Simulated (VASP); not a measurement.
A run of VASP 6.6.1:

Contents of INCAR:

```
PREC = Accurate ; ENCUT = 520
EDIFF = 1E-7 ; ISMEAR = 0
SIGMA = 0.026000000000000002 ; LREAL = F
LASPH = T ; NELM = 100
ALGO = Normal ; ISIF = 2
LWAVE = F ; LCHARG = F
GGA = PE ; NBANDS = 11
```

Contents of KPOINTS:

```
regular mesh
0
Gamma
  12 12 12
```

Contents of POSCAR:

```
BN
1.0
    1.2511217832      0.7223354983      3.3729344033
   -1.2511217832      0.7223354983      3.3729344033
    0.0000000000     -1.4446709966      3.3729344033
N B
1 1
Direct
    0.6672382000      0.6672382000      0.6672382000
    0.0003288000      0.0003288000      0.0003288000
```

Potentials or basis: VASP PAW PBE potentials, release 64 (N, B).

Run with:

```console
$ cat potpaw_PBE.64/N/POTCAR potpaw_PBE.64/B/POTCAR > POTCAR
$ mpirun -np 1 vasp_std > vasp.out
```

Hardware: 1 thread of Intel Xeon 8259CL (shared host).

Q: Estimate the wall time of this run.

A: It took 77 s on 1 thread of Intel Xeon 8259CL, with other jobs on the host, peak memory 0.17 GiB. Counts: scf iterations 14, k points 189.
